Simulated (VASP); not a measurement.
# CuO (P4_2/mmc) in VASP: notebook, part 2 of 2

VASP 6.6.1. Earlier steps stand in the parts before.

## 3. Single point, RPBE

This run uses another cell than the first one, of 12.72 Å³/atom.

The input, INCAR:

```
PREC = Accurate
ENCUT = 520
EDIFF = 1E-6
ISMEAR = -1
SIGMA = 0.05
LREAL = F
LASPH = T
NELM = 100
ALGO = Normal
ISIF = 2
LWAVE = F
LCHARG = F
GGA = RP
NBANDS = 25
```

The input, KPOINTS:

```
regular mesh
0
Gamma
  8 8 6
```

The input, POSCAR:

```
CuO
1.0
    3.4447142197      0.0000000000      0.0000000000
    0.0000000000      3.4447142197      0.0000000000
    0.0000000000      0.0000000000      4.2886772790
Cu O
2 2
Direct
    0.0000000000      0.5000000000      0.0000000000
    0.5000000000      0.0000000000      0.5000000000
    0.0000000000      0.0000000000      0.2500000000
    0.0000000000      0.0000000000      0.7500000000
```

Potentials or basis: VASP PAW PBE potentials, release 64 (Cu, O).

Started as:

```sh
$ cat potpaw_PBE.64/Cu/POTCAR potpaw_PBE.64/O/POTCAR > POTCAR
$ mpirun -np 1 vasp_std > vasp.out
```

OUTCAR:

```text
PREC = Accurate
   ENCUT = 520
   EDIFF = 1E-6
   ISMEAR = -1
   LREAL = F
   LASPH = T
   NELM = 100
   ISIF = 2
   GGA = RP

 ion  position               nearest neighbor table
   1  0.000  0.500  0.000-   3 2.03   4 2.03   3 2.03   4 2.03
   2  0.500  0.000  0.500-   3 2.03   4 2.03   3 2.03   4 2.03
   3  0.000  0.000  0.250-   1 2.03   2 2.03   1 2.03   2 2.03
   4  0.000  0.000  0.750-   1 2.03   2 2.03   1 2.03   2 2.03

  LATTYP: Found a simple tetragonal cell.
 ALAT       =     3.4447142197
 C/A-ratio  =     1.2450023443

  Lattice vectors:

 A1 = (   3.4447142197,   0.0000000000,   0.0000000000)
 A2 = (   0.0000000000,   3.4447142197,   0.0000000000)
 A3 = (   0.0000000000,   0.0000000000,   4.2886772790)

Analysis of symmetry for initial positions (statically):
=====================================================================
 Subroutine PRICEL returns:
 Original cell was already a primitive cell.

 Routine SETGRP: Setting up the symmetry group for a
 simple tetragonal supercell.

 Subroutine GETGRP returns: Found 16 space group operations
 (whereof  8 operations were pure point group operations)
 out of a pool of 16 trial point group operations.

The static configuration has the point symmetry D_2h.
 The point group associated with its full space group is D_4h.

Analysis of symmetry for dynamics (positions and initial velocities):
=====================================================================
 Subroutine PRICEL returns:
 Original cell was already a primitive cell.

 Routine SETGRP: Setting up the symmetry group for a
 simple tetragonal supercell.

 Subroutine GETGRP returns: Found 16 space group operations
 (whereof  8 operations were pure point group operations)
 out of a pool of 16 trial point group operations.

The dynamic configuration has the point symmetry D_2h.
 The point group associated with its full space group is D_4h.

[... 119 lines left out ...]
   IALGO  =     38    algorithm
   IMIX   =      4    mixing-type and parameters
     AMIX     =   0.40;   BMIX     =  1.00
     AMIX_MAG =   1.60;   BMIX_MAG =  1.00
  volume/ion in A,a.u.               =      12.72        85.86
  Fermi-wavevector in a.u.,A,eV,Ry     =   1.431170  2.704519 27.868099  2.048247
  Thomas-Fermi vector in A             =   2.550936
   LORBIT       =      0    0 simple, 1 ext, 2 COOP (PROOUT), +10 PAW based schemes
   GGA     = RP    functional components
   LHFCALC =     F    Hartree Fock is set to
   AEXX    =    0.0000 exact exchange contribution
   IVDW    =     0    specifies the selected vdW correction
   LEPSILON=     F    determine dielectric tensor
   LRPA    =     F    only Hartree local field effects (RPA)
 non-spin polarized calculation
  energy-cutoff  :      520.00
  volume of cell :       50.89
 maximum number of plane-waves:      1386
 NGX is ok and might be reduce to    28
   NGX = 13   NGY = 13   NGZ = 15

 number of electron      34.0000000 magnetization

 Free energy of the ion-electron system (eV)
  ---------------------------------------------------
  ext. energy  EPLUGINS =         0.00000000
  ---------------------------------------------------
  free energy    TOTEN  =       -16.66612252 eV

  energy without entropy =      -16.64586812  energy(sigma->0) =      -16.65599532

 E-fermi :   3.9758     XC(G=0): -10.2922

 val. band max:        3.9747936943   @ k =   0.2500   0.1250   0.1667
 cond. band min:       4.0027852938   @ k =   0.3750   0.1250   0.1667
 fundamental gap:      0.0279915995
 Fermi energy:         3.9758274427

 k-point     1 :       0.0000    0.0000    0.0000
  band No.  band energies     occupation
      1     -16.0147      2.00000
      2     -13.3570      2.00000
      3      -3.6819      2.00000
      4      -1.1138      2.00000
      5      -1.1138      2.00000
      6      -0.6039      2.00000
[... 661 lines left out ...]
     24      15.2153      0.00000
     25      18.0063      0.00000

 [... further k-points ...]

------------------------ aborting loop because EDIFF is reached ----------------------------------------

  FORCE on cell =-STRESS in cart. coord.  units (eV):
  Direction    XX          YY          ZZ          XY          YZ          ZX
  --------------------------------------------------------------------------------------
  -------------------------------------------------------------------------------------
  Total       -3.7063473     -3.7063473      7.1938590      0.0000000      0.0000000      0.0000000
  in kB     -116.6881971   -116.6881971    226.4867203      0.0000000      0.0000000      0.0000000
  external PRESSURE =      -2.2965580 kB  Pullay stress =       0.0000000 kB

 VOLUME and BASIS-vectors are now :
 -----------------------------------------------------------------------------
  energy-cutoff  :      520.00
  volume of cell :       50.89
      direct lattice vectors                 reciprocal lattice vectors
     3.444714220  0.000000000  0.000000000     0.290299844  0.000000000  0.000000000
     0.000000000  3.444714220  0.000000000     0.000000000  0.290299844  0.000000000
     0.000000000  0.000000000  4.288677279     0.000000000  0.000000000  0.233172126

 POSITION                                       TOTAL-FORCE (eV/Angst)
 -----------------------------------------------------------------------------------
      0.00000      1.72236      0.00000         0.000000      0.000000     -0.000000
      1.72236      0.00000      2.14434         0.000000      0.000000     -0.000000
      0.00000      0.00000      1.07217         0.000000      0.000000      0.000000
      0.00000      0.00000      3.21651         0.000000      0.000000      0.000000
 -----------------------------------------------------------------------------------
    total drift:                                0.000000      0.000000      0.000000

  FREE ENERGIE OF THE ION-ELECTRON SYSTEM (eV)
  ---------------------------------------------------
  free  energy   TOTEN  =       -16.6661225215 eV

  energy  without entropy=      -16.6458681235  energy(sigma->0) =      -16.65599532
```

OSZICAR:

```text
N       E                     dE             d eps       ncg     rms          rms(c)
DAV:   1     0.304834111858E+03    0.30483E+03   -0.16163E+04  3040   0.199E+03
DAV:   2     0.175953800233E+02   -0.28724E+03   -0.26450E+03  3170   0.384E+02
DAV:   3    -0.218820185070E+02   -0.39477E+02   -0.36870E+02  3774   0.157E+02
DAV:   4    -0.233300643218E+02   -0.14480E+01   -0.14411E+01  3745   0.312E+01
DAV:   5    -0.233560903284E+02   -0.26026E-01   -0.26016E-01  3667   0.383E+00    0.192E+01
DAV:   6    -0.242464367907E+02   -0.89035E+00   -0.46445E+01  4118   0.164E+02    0.185E+01
DAV:   7    -0.165827016622E+02    0.76637E+01   -0.16491E+01  3814   0.118E+02    0.344E+00
DAV:   8    -0.166834388846E+02   -0.10074E+00   -0.23313E+00  4458   0.165E+01    0.125E+00
DAV:   9    -0.166670883057E+02    0.16351E-01   -0.73522E-02  4107   0.447E+00    0.345E-01
DAV:  10    -0.166664214737E+02    0.66683E-03   -0.63599E-03  4110   0.886E-01    0.296E-01
DAV:  11    -0.166664194776E+02    0.19961E-05   -0.57036E-03  4551   0.175E+00    0.167E-01
DAV:  12    -0.166662821568E+02    0.13732E-03   -0.21494E-03  4809   0.117E+00    0.108E-01
DAV:  13    -0.166661173495E+02    0.16481E-03   -0.45321E-04  4407   0.625E-01    0.186E-02
DAV:  14    -0.166661213724E+02   -0.40229E-05   -0.87068E-05  4616   0.142E-01    0.665E-03
DAV:  15    -0.166661225624E+02   -0.11900E-05   -0.30516E-06  2870   0.207E-02    0.371E-03
DAV:  16    -0.166661225215E+02    0.40923E-07   -0.75459E-07  2596   0.150E-02
   1 F= -.16666123E+02 E0= -.16655995E+02  d E =-.202544E-01
```

stdout:

```text
POSCAR found type information on POSCAR CuO
 POSCAR found :  2 types and       4 ions
 scaLAPACK will be used
 -----------------------------------------------------------------------------
|                                                                             |
|                                                                             |
|     You enforced a specific xc type in the INCAR file but a different       |
|     I HOPE YOU KNOW WHAT YOU ARE DOING!                                     |
|                                                                             |
 -----------------------------------------------------------------------------

 LDA part: xc-table for (Slater+PW92), standard interpolation
 POSCAR, INCAR and KPOINTS ok, starting setup
 FFT: planning ... GRIDC
 FFT: planning ... GRID_SOFT
 FFT: planning ... GRID
 WAVECAR not read
 entering main loop
```

Wall time 77 s (1 thread of Intel Xeon Platinum 8488C (Sapphire Rapids), shared host); peak memory 0.2 GiB.

Results:

```yaml
Free_energy: -16.6661 eV
Pressure: -0.2 GPa
Band_gap_on_the_k_mesh: zero (bands 17 and 18 overlap by 1.76 eV)
```

Caveat: the PAW data sets were made with another functional, which shifts forces and pressure a little; semilocal functionals often make such compounds metallic where correlation or magnetic order opens a gap, which also shifts bond lengths. With open d or f shells a metallic result of RPBE can be an artefact of self-interaction; +U or a hybrid may open a gap.
